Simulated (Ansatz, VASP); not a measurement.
One calculation of HfO2, two programs

INCAR

```
SYSTEM = HfO2
  PREC = Accurate
  ENCUT = 520
  EDIFF = 1E-6
  ISMEAR = 0
  SIGMA = 0.02
  LREAL = .FALSE.
  LASPH = .TRUE.
  NELM = 80
  ALGO = Normal
  ISIF = 2
  LWAVE = .FALSE.
  LCHARG = .FALSE.
  GGA = PE
  IBRION = 2
  NSW = 60
  EDIFFG = -0.008
```

KPOINTS

```
regular mesh
0
G
  6 6 4
  0 0 0
```

Contents of POSCAR:

```
HfO2
1.0
    3.6043047840      0.0000000000      0.0000000000
    0.0000000000      3.6043047840      0.0000000000
    0.1579190179      0.0000000000      5.2639672632
Hf O
2 4
Direct
    0.5065473350      0.5000000000      0.5000901147
   -0.0065473350      0.0000000000     -0.0000901147
    0.0007331173      0.5000000000      0.6932235189
    0.4992668827      0.0000000000      0.8067764811
    0.5015610824      0.0000000000      0.3069664728
   -0.0015610824      0.5000000000      0.1930335272
```

Input for Ansatz:

```yaml
crystal:
  lattice:
    - [3.604304784, 0.0, 0.0]
    - [0.0, 3.604304784, 0.0]
    - [0.1579190179, 0.0, 5.2639672632]
  atoms:
    - { symbol: Hf, position: [0.506547335, 0.5, 0.5000901147] }
    - { symbol: Hf, position: [-0.006547335, 0.0, -9.01147e-05] }
    - { symbol: O, position: [0.0007331173, 0.5, 0.6932235189] }
    - { symbol: O, position: [0.4992668827, 0.0, 0.8067764811] }
    - { symbol: O, position: [0.5015610824, 0.0, 0.3069664728] }
    - { symbol: O, position: [-0.0015610824, 0.5, 0.1930335272] }
basis:
  ecutwfc: 420
kpoints:
  mp_grid: { grid: [6, 6, 4] }
hamiltonian:
  xc: pbe
scf:
  occupations: { method: gaussian, width: 0.02 }
output:
  forces: true
  stress: true
  eigenvalues: true
relax:
  adjacent_minimum: "off"
  f_tol: 0.008
  max_steps: 40
```

Change from the starting cell: shear of c along a, cell held, atoms relaxed: +3.0 %.

Alike in both runs: task relaxation of the atoms; functional PBE; k mesh 6 × 6 × 4; occupations gaussian, width 0.02 eV; no spin polarisation.

|  | VASP | Ansatz |
| --- | --- | --- |
| version | VASP 6.6.1 | Ansatz 0.2.0 |
| potentials or method | VASP PAW PBE potentials, release 64 (Hf_pv, O), cutoff 520 eV | scalar-relativistic, plane waves, PAW |
| valence electrons in the cell | 44 | 76 |

|  | VASP | Ansatz | Ansatz less VASP |
| --- | --- | --- | --- |
| gap on the k mesh at the Fermi level, each at its own relaxed structure (eV) | 4.70 | 4.71 | +0.006 |

VASP's potentials hold 44 valence electrons a cell and Ansatz's 76, so a difference there can come from the potentials and not from the codes. Ansatz's warnings: stress scf threshold loose.

Spin-orbit coupling is off throughout.
